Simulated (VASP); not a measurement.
The system is TaH.

```
CELL_PARAMETERS angstrom
2.64294 0.00000 0.00000
-1.32147 2.28886 0.00000
0.00000 0.00000 4.14141
ATOMIC_POSITIONS crystal
Ta 0.00000 0.00000 0.50000
H 0.00000 0.00000 0.00000
```

| Quantity | Value |
| --- | --- |
| Program | VASP 6.6.1 |
| Task | relaxation of cell and atoms |
| Functional | PBE |
| Potentials or basis | VASP PAW PBE potentials, release 64 (Ta_pv, H) |
| Cutoff | 600 eV |
| k mesh | 9 × 9 × 4 |
| Occupations | gaussian, width 0.1 eV |
| Spin | no spin polarisation |

At the start: pressure 14.1 GPa; volume 12.53 Å³/atom.

**Question.** Where does the relaxation end?

**Answer.** Over 6 steps the energy falls by 288.9 meV/atom and the volume is 13.12 Å³/atom (+4.7 %); space group P6/mmm (No. 191, to 0.05 Å).

The path:
| step | energy change (eV) | largest force (eV/Å) | pressure (GPa) | volume (Å³) |
| --- | --- | --- | --- | --- |
| 1 | 0.0000 | 0.0000 | 14.07 | 25.05 |
| 2 | -0.4886 | 0.0000 | -9.41 | 28.80 |
| 3 | -0.5316 | 0.0000 | -6.87 | 27.79 |
| 4 | -0.5316 | 0.0000 | -6.67 | 27.73 |
| 5 | -0.5749 | 0.0000 | 1.68 | 25.90 |
| 6 | -0.5778 | 0.0000 | -0.19 | 26.24 |

Final structure:
```xyz
2
Lattice="2.8580 0.0000 0.0000 -1.4290 2.4751 0.0000 0.0000 0.0000 3.7097" Properties=species:S:1:pos:R:3 pbc="T T T"
Ta    0.0000    0.0000    1.8548
H     0.0000    0.0000    0.0000
```

Caveat: the k points lie up to 0.42 Å⁻¹ apart in the final cell.
